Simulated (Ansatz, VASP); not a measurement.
## In3SbAs2 in VASP and in Ansatz

```
As In Sb
1.0
    -2.16855    6.50504    3.06217
     2.16855   -6.50504    3.06217
     2.16855    6.50504   -3.06217
As In Sb
2 3 1
Direct
  0.33245 0.00072 0.33173
  0.66899 0.00072 0.66827
  0.56452 0.73927 0.82525
  0.91402 0.73927 0.17475
  0.27207 0.77207 0.50000
  0.99795 0.99795 0.00000
```

Alike in both runs: task single point; functional r2SCAN; k mesh 6 × 6 × 6; occupations fermi-dirac, width 0.02 eV; no spin polarisation.

|  | VASP | Ansatz |
| --- | --- | --- |
| version | VASP 6.6.1 | Ansatz 0.2.0 |
| potentials or method | VASP PAW PBE potentials, release 64 (As, In_d, Sb) | plane waves, PAW |
| plane-wave cutoff (eV) | 520 | 500 |
| valence electrons in the cell | 54 | 84 |

```tsv
	VASP	Ansatz	Ansatz less VASP
pressure (GPa)	3.7	3.7	-0.01
rms of the force components (eV/Å)	0.020	0.020	+0.0002
```

VASP's potentials were made for PBE, not for r2SCAN. VASP's potentials hold 54 valence electrons a cell and Ansatz's 84, so a difference there can come from the potentials and not from the codes.

Neither program's run includes spin-orbit coupling.
